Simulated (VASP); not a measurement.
Here is a VASP 6.6.1 calculation.

The input POSCAR:

```
Rb3Ag
1.0
    6.1361480000     -0.0306807400     -0.0306807400
   -0.0306807400      6.1361480000     -0.0306807400
   -0.0306807400     -0.0306807400      6.1361480000
Rb Ag
3 1
Direct
    0.0000000000      0.5000000000      0.5000000000
    0.5000000000      0.0000000000      0.5000000000
    0.5000000000      0.5000000000      0.0000000000
    0.0000000000      0.0000000000      0.0000000000
```

File INCAR.step1:

```
SYSTEM = Rb3Ag
ALGO = Normal
EDIFF = 1E-4
ENCUT = 520
GGA = PE
ISMEAR = 1
LASPH = .TRUE.
LCHARG = .FALSE.
LREAL = .FALSE.
LWAVE = .TRUE.
NBANDS = 27
NELM = 100
PREC = Accurate
SIGMA = 0.05
```

The input INCAR.step2:

```
SYSTEM = Rb3Ag
ALGO = Normal
EDIFF = 1E-6
ENCUT = 520
ISIF = 2
ISMEAR = 1
ISTART = 1
LASPH = .TRUE.
LCHARG = .FALSE.
LMIXTAU = .TRUE.
LREAL = .FALSE.
LWAVE = .FALSE.
METAGGA = R2SCAN
NBANDS = 27
NELM = 100
PREC = Accurate
SIGMA = 0.05
```

The input KPOINTS:

```
k-points
0
G
  6 6 6
  0 0 0
```

Potentials or basis: VASP PAW PBE potentials, release 64 (Rb_sv, Ag).

Command:

```bash
$ cat potpaw_PBE.64/Rb_sv/POTCAR potpaw_PBE.64/Ag/POTCAR > POTCAR
$ cp INCAR.step1 INCAR
$ mpirun -np 1 vasp_std > vasp.out
$ cp INCAR.step2 INCAR
$ mpirun -np 1 vasp_std > vasp.out
```

Task: Predict the pressure.

Result: -0.2 GPa.

Task: Predict the band gap on the k mesh.

Result: Zero (bands 19 and 20 overlap by 0.99 eV).

Caveat: the PAW data sets were made with another functional, which shifts forces and pressure a little.
